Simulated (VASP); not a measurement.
# V (Im-3m) in VASP: notebook

Runs on V. Level: PBE. Tasks: single point.

All numbers are computed with VASP 6.6.1; they aren't measurements. Logs are shortened: lines on timing, memory, paths and dates and some standing lists are left out, and cuts for length are marked.

**1. The cell of the first run**

The structure is cubic, space group Im-3m (No. 229). Conventional cell: a = 2.958 Å, b = 2.958 Å, c = 2.958 Å, α = 90.00°, β = 90.00°, γ = 90.00°. V (site symmetry m-3m) has 14 V at 2.56 to 2.96 Å within 3.4 Å.

**2. Single point, PBE (volume scaled by 0.96)**

File INCAR:

```
SYSTEM = V
PREC = Accurate ; ENCUT = 520
EDIFF = 1E-6 ; ISMEAR = -1
SIGMA = 0.1 ; LREAL = .False.
LASPH = .True. ; NELM = 60
ALGO = Normal ; ISIF = 2
LWAVE = .False. ; LCHARG = .False.
GGA = PE ; NBANDS = 12
```

File KPOINTS:

```
Automatic mesh
0
Gamma
  24 24 24
  0 0 0
```

File POSCAR:

```
V
1.0
   -1.4789145002      1.4789145002      1.4789145002
    1.4789145002     -1.4789145002      1.4789145002
    1.4789145002      1.4789145002     -1.4789145002
V
1
Direct
    0.0000000000      0.0000000000      0.0000000000
```

Potentials or basis: VASP PAW PBE potentials, release 64 (V_sv).

Launch:

```bash
> cat potpaw_PBE.64/V_sv/POTCAR > POTCAR
> mpirun -np 1 vasp_std > vasp.out
```

OUTCAR:

```text
SYSTEM = V
   PREC = Accurate
   ENCUT = 520
   EDIFF = 1E-6
   ISMEAR = -1
   LREAL = .False.
   LASPH = .True.
   NELM = 60
   ISIF = 2
   GGA = PE

 ion  position               nearest neighbor table
   1  0.000  0.000  0.000-

  LATTYP: Found a body centered cubic cell.
 ALAT       =     2.9578290004

  Lattice vectors:

 A1 = (  -1.4789145002,   1.4789145002,   1.4789145002)
 A2 = (   1.4789145002,  -1.4789145002,   1.4789145002)
 A3 = (   1.4789145002,   1.4789145002,  -1.4789145002)

Analysis of symmetry for initial positions (statically):
=====================================================================
 Subroutine PRICEL returns:
 Original cell was already a primitive cell.

 Routine SETGRP: Setting up the symmetry group for a
 body centered cubic supercell.

 Subroutine GETGRP returns: Found 48 space group operations
 (whereof 48 operations were pure point group operations)
 out of a pool of 48 trial point group operations.

The static configuration has the point symmetry O_h .

Analysis of symmetry for dynamics (positions and initial velocities):
=====================================================================
 Subroutine PRICEL returns:
 Original cell was already a primitive cell.

 Routine SETGRP: Setting up the symmetry group for a
 body centered cubic supercell.

 Subroutine GETGRP returns: Found 48 space group operations
 (whereof 48 operations were pure point group operations)
 out of a pool of 48 trial point group operations.

The dynamic configuration has the point symmetry O_h .

 Subroutine INISYM returns: Found 48 space group operations
 (whereof 48 operations are pure point group operations),
 and found     1 'primitive' translations

----------------------------------------------------------------------------------------

                                     Primitive cell

  volume of cell :      12.9387

  direct lattice vectors                    reciprocal lattice vectors
    -1.478914500  1.478914500  1.478914500     0.000000000  0.338085805  0.338085805
     1.478914500 -1.478914500  1.478914500     0.338085805  0.000000000  0.338085805
     1.478914500  1.478914500 -1.478914500     0.338085805  0.338085805  0.000000000

  length of vectors
     2.561555054  2.561555054  2.561555054     0.478125531  0.478125531  0.478125531

  position of ions in fractional coordinates (direct lattice)
     0.000000000  0.000000000  0.000000000
[... 75 lines left out ...]
   NELM   =     60;   NELMIN=  2; NELMDL= -5     # of ELM steps
   EDIFF  = 0.1E-05   stopping-criterion for ELM
   LREAL  =      F    real-space projection
   EDIFFG = 0.1E-04   stopping-criterion for IOM
   NSW    =      0    number of steps for IOM
   IBRION =     -1    ionic relax: 0-MD 1-quasi-New 2-CG
   NFREE  =      0    steps in history (QN), initial steepest desc. (CG)
   ISIF   =      2    stress and relaxation
   ISYM   =      2    0-nonsym 1-usesym 2-fastsym
   POTIM  = 0.5000    time-step for ionic-motion
   TEBEG  =    0.0;   TEEND  =   0.0 temperature during run
   PSTRESS=    0.0 pullay stress
   NELECT =      13.0000    total number of electrons
   NUPDOWN=      -1.0000    fix difference up-down
   EMIN   =  10.00;   EMAX   =-10.00  energy-range for DOS
   EFERMI =   0.00;   METHOD = LEGACY
   ISMEAR =    -1;   SIGMA  =   0.10  broadening in eV -4-tet -1-fermi 0-gaus
   EFERMI_NEDOS =   21; number of points for ismear=-14 and -15
   IALGO  =     38    algorithm
   IMIX   =      4    mixing-type and parameters
     AMIX     =   0.40;   BMIX     =  1.00
     AMIX_MAG =   1.60;   BMIX_MAG =  1.00
  volume/ion in A,a.u.               =      12.94        87.31
  Fermi-wavevector in a.u.,A,eV,Ry     =   1.639682  3.098549 36.580026  2.688556
  Thomas-Fermi vector in A             =   2.730446
   LORBIT       =      0    0 simple, 1 ext, 2 COOP (PROOUT), +10 PAW based schemes
   GGA     = PE    functional components
   LHFCALC =     F    Hartree Fock is set to
   AEXX    =    0.0000 exact exchange contribution
   IVDW    =     0    specifies the selected vdW correction
   LEPSILON=     F    determine dielectric tensor
   LRPA    =     F    only Hartree local field effects (RPA)
 non-spin polarized calculation
  energy-cutoff  :      520.00
  volume of cell :       12.94
 maximum number of plane-waves:       370
   NGX =  9   NGY =  9   NGZ =  9

 number of electron      13.0000002 magnetization

 Free energy of the ion-electron system (eV)
  ---------------------------------------------------
  ext. energy  EPLUGINS =         0.00000000
  ---------------------------------------------------
  free energy    TOTEN  =        -9.00685356 eV

  energy without entropy =       -8.95254939  energy(sigma->0) =       -8.97970147

 E-fermi :  10.2387     XC(G=0): -13.1235

 val. band max:       10.2374927734   @ k =  -0.3333   0.3333   0.1667
 cond. band min:      10.2409902243   @ k =  -0.2083   0.2500   0.0833
 fundamental gap:      0.0034974509
 Fermi energy:        10.2386868557

 k-point     1 :       0.0000    0.0000    0.0000
  band No.  band energies     occupation
      1     -53.4500      2.00000
      2     -26.6816      2.00000
      3     -26.6816      2.00000
      4     -26.6816      2.00000
      5       3.5474      2.00000
      6      10.6414      0.03502
      7      10.6414      0.03502
      8      10.6414      0.03502
      9      12.7552      0.00000
     10      12.7552      0.00000
     11      31.0205      0.00000
     12      31.0205      0.00000
[... 331 lines left out ...]
 k-point    24 :       0.4583    0.0417    0.0000
  band No.  band energies     occupation
      1     -53.2181      2.00000
      2     -27.6921      2.00000
      3     -27.0013      2.00000
      4     -26.6975      2.00000
      5       6.9534      2.00000
      6       9.0270      1.99999
      7      11.7610      0.00000
      8      12.7557      0.00000
      9      13.2484      0.00000
     10      14.6568      0.00000
     11      20.9651      0.00000
     12      26.3937      0.00000

 [... further k-points ...]
[... 5 lines left out ...]
  --------------------------------------------------------------------------------------
  -------------------------------------------------------------------------------------
  Total        0.6700298      0.6700298      0.6700298     -0.0000000      0.0000000      0.0000000
  in kB       82.9689358     82.9689358     82.9689358     -0.0000000      0.0000000      0.0000000
  external PRESSURE =      82.9689358 kB  Pullay stress =       0.0000000 kB

 VOLUME and BASIS-vectors are now :
 -----------------------------------------------------------------------------
  energy-cutoff  :      520.00
  volume of cell :       12.94
      direct lattice vectors                 reciprocal lattice vectors
    -1.478914500  1.478914500  1.478914500     0.000000000  0.338085805  0.338085805
     1.478914500 -1.478914500  1.478914500     0.338085805  0.000000000  0.338085805
     1.478914500  1.478914500 -1.478914500     0.338085805  0.338085805  0.000000000

 POSITION                                       TOTAL-FORCE (eV/Angst)
 -----------------------------------------------------------------------------------
      0.00000      0.00000      0.00000        -0.000000      0.000000      0.000000
 -----------------------------------------------------------------------------------
    total drift:                                0.000000     -0.000000      0.000000

  FREE ENERGIE OF THE ION-ELECTRON SYSTEM (eV)
  ---------------------------------------------------
  free  energy   TOTEN  =        -9.0068535581 eV

  energy  without entropy=       -8.9525493860  energy(sigma->0) =       -8.97970147
```

Run time: 46 s. Hardware: 1 thread of AMD EPYC 7R43 (Zen 3), shared host; peak memory 0.14 GiB.

Results:

| Item | Value |
| --- | --- |
| Free energy | -9.0069 eV |
| Pressure | 8.3 GPa |

Caveat: the cell differs from its parent crystal (volume scaled by 0.96).

**3. Single point, PBE**

This run uses another cell than the first one, of 13.48 Å³/atom, 1.042 times its volume.

File INCAR:

```
SYSTEM = V
PREC = Accurate
ENCUT = 520
EDIFF = 1E-7
ISMEAR = -1
SIGMA = 0.1
LREAL = .FALSE.
LASPH = .TRUE.
NELM = 80
ALGO = Normal
ISIF = 2
LWAVE = .FALSE.
LCHARG = .FALSE.
GGA = PE
NBANDS = 12
```

File KPOINTS:

```
Automatic mesh
0
G
  24 24 24
  0 0 0
```

File POSCAR:

```
V
1.0
   -1.4991761207      1.4991761207      1.4991761207
    1.4991761207     -1.4991761207      1.4991761207
    1.4991761207      1.4991761207     -1.4991761207
V
1
Direct
    0.0000000000      0.0000000000      0.0000000000
```

Potentials or basis: VASP PAW PBE potentials, release 64 (V_sv).

Launch:

```bash
> cat potpaw_PBE.64/V_sv/POTCAR > POTCAR
> mpirun -np 1 vasp_std > vasp.out
```

OUTCAR:

```text
SYSTEM = V
   PREC = Accurate
   ENCUT = 520
   EDIFF = 1E-7
   ISMEAR = -1
   LREAL = .FALSE.
   LASPH = .TRUE.
   NELM = 80
   ISIF = 2
   GGA = PE

 ion  position               nearest neighbor table
   1  0.000  0.000  0.000-

  LATTYP: Found a body centered cubic cell.
 ALAT       =     2.9983522414

  Lattice vectors:

 A1 = (  -1.4991761207,   1.4991761207,   1.4991761207)
 A2 = (   1.4991761207,  -1.4991761207,   1.4991761207)
 A3 = (   1.4991761207,   1.4991761207,  -1.4991761207)

Analysis of symmetry for initial positions (statically):
=====================================================================
 Subroutine PRICEL returns:
 Original cell was already a primitive cell.

 Routine SETGRP: Setting up the symmetry group for a
 body centered cubic supercell.

 Subroutine GETGRP returns: Found 48 space group operations
 (whereof 48 operations were pure point group operations)
 out of a pool of 48 trial point group operations.

The static configuration has the point symmetry O_h .

Analysis of symmetry for dynamics (positions and initial velocities):
=====================================================================
 Subroutine PRICEL returns:
 Original cell was already a primitive cell.

 Routine SETGRP: Setting up the symmetry group for a
 body centered cubic supercell.

 Subroutine GETGRP returns: Found 48 space group operations
 (whereof 48 operations were pure point group operations)
 out of a pool of 48 trial point group operations.

The dynamic configuration has the point symmetry O_h .

 Subroutine INISYM returns: Found 48 space group operations
 (whereof 48 operations are pure point group operations),
 and found     1 'primitive' translations

----------------------------------------------------------------------------------------

                                     Primitive cell
[... 107 lines left out ...]
   IMIX   =      4    mixing-type and parameters
     AMIX     =   0.40;   BMIX     =  1.00
     AMIX_MAG =   1.60;   BMIX_MAG =  1.00
  volume/ion in A,a.u.               =      13.48        90.95
  Fermi-wavevector in a.u.,A,eV,Ry     =   1.617521  3.056672 35.597938  2.616375
  Thomas-Fermi vector in A             =   2.711933
   LORBIT       =      0    0 simple, 1 ext, 2 COOP (PROOUT), +10 PAW based schemes
   GGA     = PE    functional components
   LHFCALC =     F    Hartree Fock is set to
   AEXX    =    0.0000 exact exchange contribution
   IVDW    =     0    specifies the selected vdW correction
   LEPSILON=     F    determine dielectric tensor
   LRPA    =     F    only Hartree local field effects (RPA)
 non-spin polarized calculation
  energy-cutoff  :      520.00
  volume of cell :       13.48
 maximum number of plane-waves:       378
   NGX =  9   NGY =  9   NGZ =  9

 number of electron      12.9999990 magnetization

 Free energy of the ion-electron system (eV)
  ---------------------------------------------------
  ext. energy  EPLUGINS =         0.00000000
  ---------------------------------------------------
  free energy    TOTEN  =        -9.02103690 eV

  energy without entropy =       -8.96420321  energy(sigma->0) =       -8.99262005

 E-fermi :   9.7207     XC(G=0): -12.9007

 val. band max:        9.7206984737   @ k =   0.3750   0.1667   0.0833
 cond. band min:       9.7269387641   @ k =  -0.2917   0.3750   0.1250
 fundamental gap:      0.0062402904
 Fermi energy:         9.7207465760

 k-point     1 :       0.0000    0.0000    0.0000
  band No.  band energies     occupation
      1     -54.0142      2.00000
      2     -27.3162      2.00000
      3     -27.3162      2.00000
      4     -27.3162      2.00000
      5       3.1145      2.00000
      6      10.1158      0.03774
      7      10.1159      0.03774
      8      10.1159      0.03774
      9      12.1245      0.00000
     10      12.1245      0.00000
     11      30.1814      0.00000
     12      30.1814      0.00000
[... 331 lines left out ...]
 k-point    24 :       0.4583    0.0417    0.0000
  band No.  band energies     occupation
      1     -53.8169      2.00000
      2     -28.2049      2.00000
      3     -27.5998      2.00000
      4     -27.3292      2.00000
      5       6.5742      2.00000
      6       8.5898      1.99998
      7      11.1087      0.00000
      8      12.1148      0.00000
      9      12.5789      0.00000
     10      13.9089      0.00000
     11      19.9270      0.00000
     12      25.5592      0.00000

 [... further k-points ...]
[... 5 lines left out ...]
  --------------------------------------------------------------------------------------
  -------------------------------------------------------------------------------------
  Total        0.0221166      0.0221166      0.0221166      0.0000000      0.0000000      0.0000000
  in kB        2.6291181      2.6291181      2.6291181      0.0000000      0.0000000      0.0000000
  external PRESSURE =       2.6291181 kB  Pullay stress =       0.0000000 kB

 VOLUME and BASIS-vectors are now :
 -----------------------------------------------------------------------------
  energy-cutoff  :      520.00
  volume of cell :       13.48
      direct lattice vectors                 reciprocal lattice vectors
    -1.499176121  1.499176121  1.499176121     0.000000000  0.333516518  0.333516518
     1.499176121 -1.499176121  1.499176121     0.333516518  0.000000000  0.333516518
     1.499176121  1.499176121 -1.499176121     0.333516518  0.333516518  0.000000000

 POSITION                                       TOTAL-FORCE (eV/Angst)
 -----------------------------------------------------------------------------------
      0.00000      0.00000      0.00000         0.000000     -0.000000      0.000000
 -----------------------------------------------------------------------------------
    total drift:                                0.000000     -0.000000      0.000000

  FREE ENERGIE OF THE ION-ELECTRON SYSTEM (eV)
  ---------------------------------------------------
  free  energy   TOTEN  =        -9.0210368989 eV

  energy  without entropy=       -8.9642032056  energy(sigma->0) =       -8.99262005
```

stdout:

```text
POSCAR found type information on POSCAR V
 POSCAR found :  1 types and       1 ions
 scaLAPACK will be used
 LDA part: xc-table for (Slater+PW92), standard interpolation
 POSCAR, INCAR and KPOINTS ok, starting setup
 FFT: planning ... GRIDC
 FFT: planning ... GRID_SOFT
 FFT: planning ... GRID
 WAVECAR not read
 entering main loop
```

It took 73 s on 1 thread of AMD EPYC 7R43 (Zen 3), shared host; peak memory 0.14 GiB.

Results:

| Item | Value |
| --- | --- |
| Free energy | -9.0210 eV |
| Pressure | 0.3 GPa |

**4. Single point, PBE**

This run uses another cell than the first one, of 13.48 Å³/atom, 1.042 times its volume.

File INCAR:

```
PREC = Accurate
ENCUT = 520
EDIFF = 1E-6
ISMEAR = -1
SIGMA = 0.1
LREAL = F
LASPH = T
NELM = 60
ALGO = Normal
ISIF = 2
LWAVE = F
LCHARG = T
GGA = PE
LELF = T
LVHAR = T
NBANDS = 12
```

File KPOINTS:

```
regular mesh
0
Gamma
  24 24 24
```

POSCAR is that of step 3.

Launch:

```bash
> cat potpaw_PBE.64/V_sv/POTCAR > POTCAR
> mpirun -np 1 vasp_std > vasp.out
```

It took 64 s on 1 thread of AMD EPYC 7R43 (Zen 3), shared host; peak memory 0.13 GiB.

The run converged. Its results:

| Item | Value |
| --- | --- |
| Free energy | -9.0210 eV |
| Pressure | 0.3 GPa |

Levels at points of the mesh, in eV from the Fermi level:
| k point | band 5 | band 6 | band 7 | band 8 | band 9 | band 10 |
| --- | --- | --- | --- | --- | --- | --- |
| (0.00, 0.00, 0.00) | -6.61 | 0.40 | 0.40 | 0.40 | 2.40 | 2.40 |
| (0.50, 0.00, 0.00) | -3.19 | -1.14 | 1.62 | 2.40 | 2.76 | 4.09 |
| (0.50, 0.50, 0.50) | -3.01 | -3.01 | 3.70 | 3.70 | 3.70 | 10.18 |

**5. Single point, PBE (volume scaled by 1.04)**

File INCAR:

```
  PREC = Accurate
  ENCUT = 520
  EDIFF = 1E-6
  ISMEAR = -1
  SIGMA = 0.1
  LREAL = F
  LASPH = T
  NELM = 100
  ALGO = Normal
  ISIF = 2
  LWAVE = F
  LCHARG = F
  GGA = PE
  NBANDS = 12
```

KPOINTS is that of step 4.

File POSCAR:

```
V
1.0
   -1.5189043847      1.5189043847      1.5189043847
    1.5189043847     -1.5189043847      1.5189043847
    1.5189043847      1.5189043847     -1.5189043847
V
1
Direct
    0.0000000000      0.0000000000      0.0000000000
```

Launch:

```bash
> cat potpaw_PBE.64/V_sv/POTCAR > POTCAR
> mpirun -np 1 vasp_std > vasp.out
```

It took 62 s on 1 thread of AMD EPYC 7R43 (Zen 3), shared host; peak memory 0.14 GiB.

It converged, with:

```yaml
Free_energy: -9.0106 eV
Pressure: -6.3 GPa
```

Levels at points of the mesh, in eV from the Fermi level:
```tsv
k point	band 4	band 5	band 6	band 7	band 8	band 9	band 10	band 11
(0.00, 0.00, 0.00)	-37.14	-6.52	0.39	0.39	0.39	2.30	2.30	20.15
(0.50, 0.00, 0.00)	-37.15	-3.06	-1.07	1.49	2.29	2.63	3.89	9.67
(0.50, 0.50, 0.50)	-37.69	-2.83	-2.83	3.52	3.52	3.52	9.82	9.82
```

Caveat: the cell differs from its parent crystal (volume scaled by 1.04).

**6. Overview**

| cell | gap on the mesh (eV) | pressure (GPa) |
| --- | --- | --- |
| a = 2.562 Å, angles 109.5°, 1 atom | none | 8.3 |
| a = 2.597 Å, angles 109.5°, 1 atom | none | 0.3 |
| a = 2.631 Å, angles 109.5°, 1 atom | none | -6.3 |

Alike in all rows: task single point; level PBE; potentials or basis VASP PAW PBE potentials, release 64 (V_sv); no spin polarisation; k mesh 24 × 24 × 24; cutoff (eV) 520; smearing fermi-dirac 0.1 eV.

Absolute energies hang on the potentials; compare differences alone.
